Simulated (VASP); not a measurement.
Input of a VASP 6.6.1 run:

File INCAR:

```
SYSTEM = In
PREC = Accurate
ENCUT = 520
EDIFF = 1E-6
ISMEAR = 0
SIGMA = 0.027000000000000003
LREAL = .FALSE.
LASPH = .TRUE.
NELM = 80
ALGO = Normal
ISIF = 2
LWAVE = .FALSE.
LCHARG = .TRUE.
GGA = PE
LELF = .TRUE.
LVHAR = .TRUE.
NBANDS = 12
```

The input KPOINTS:

```
regular mesh
0
G
  10 10 10
  0 0 0
```

File POSCAR:

```
In
1.0
   -1.8825252400      1.8825252400      1.8825252400
    1.8825252400     -1.8825252400      1.8825252400
    1.8825252400      1.8825252400     -1.8825252400
In
1
Direct
    0.0000000000      0.0000000000      0.0000000000
```

Potentials or basis: VASP PAW PBE potentials, release 64 (In_d).

The run is started by

```sh
$ cat potpaw_PBE.64/In_d/POTCAR > POTCAR
$ mpirun -np 1 vasp_std > vasp.out
```

(1) Predict the pressure.

## Answers

(1) 1.5 GPa.
